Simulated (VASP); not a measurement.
A run of VASP 6.6.1 is set up as follows.

Contents of INCAR:

```
PREC     = Accurate       # precision mode
ENCUT    = 520            # plane-wave cutoff, eV
EDIFF    = 1E-6           # SCF threshold, eV
ISMEAR   = -1             # smearing method
SIGMA    = 0.1            # smearing width, eV
LREAL    = F              # projectors in reciprocal space
LASPH    = T              # aspherical terms in the spheres
NELM     = 100            # most SCF steps
ALGO     = Normal         # electronic algorithm
ISIF     = 2              # what is computed and relaxed
LWAVE    = F              # write WAVECAR
LCHARG   = F              # write CHGCAR
GGA      = PS             # functional
NBANDS   = 8              # bands
```

KPOINTS

```
regular mesh
0
Gamma
  17 17 17
```

File POSCAR:

```
P
1.0
    0.0000000000      1.5356730438      1.5356730438
    1.5356730438      0.0000000000      1.5356730438
    1.5356730438      1.5356730438      0.0000000000
P
1
Direct
    0.0000000000      0.0000000000      0.0000000000
```

Potentials or basis: VASP PAW PBE potentials, release 64 (P).

The run is started by

```console
$ cat potpaw_PBE.64/P/POTCAR > POTCAR
$ mpirun -np 1 vasp_std > vasp.out
```

(1) What does it give for the pressure?

Results:

(1) 240.3 GPa.

Caveat: the PAW data sets were made with another functional, which shifts forces and pressure a little.
